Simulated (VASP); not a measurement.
Crystal: Be.

```
CELL_PARAMETERS angstrom
2.28530 0.00000 0.00000
-1.14265 1.97913 0.00000
0.00000 0.00000 3.58420
ATOMIC_POSITIONS crystal
Be 0.66667 0.33333 0.75000
Be 0.33333 0.66667 0.25000
```

Base run:

* Program: VASP 6.6.1
* Functional: PBEsol
* Potentials or basis: VASP PAW PBE potentials, release 64 (Be)
* Cutoff: 520 eV
* k mesh: 13 × 13 × 8
* Occupations: fermi-dirac, width 0.05 eV
* Spin: no spin polarisation

Its results: band gap on the k mesh zero (band 2 reaches 7.89 eV, above the bottom of band 3 at 6.28 eV); pressure -3.5 GPa.

Task: After a change of settings the same cell gave: band gap on the k mesh zero (band 2 reaches 7.91 eV, above the bottom of band 3 at 6.29 eV); pressure -2.7 GPa. Which change was it?
A. further incar settings from ALGO = Normal; EDIFF = 1e-06; NBANDS = 9 to ALGO = Normal; EDIFF = 1e-07; NBANDS = 9; dispersion from none to D3(BJ)
B. functional from PBEsol to PBE; further incar settings from ALGO = Normal; EDIFF = 1e-06; NBANDS = 9 to ALGO = Fast; EDIFF = 1e-07; NBANDS = 9
C. dispersion from none to D3(BJ)

Result: B.

Caveats: the PAW data sets were made with another functional, which shifts forces and pressure a little (some runs).
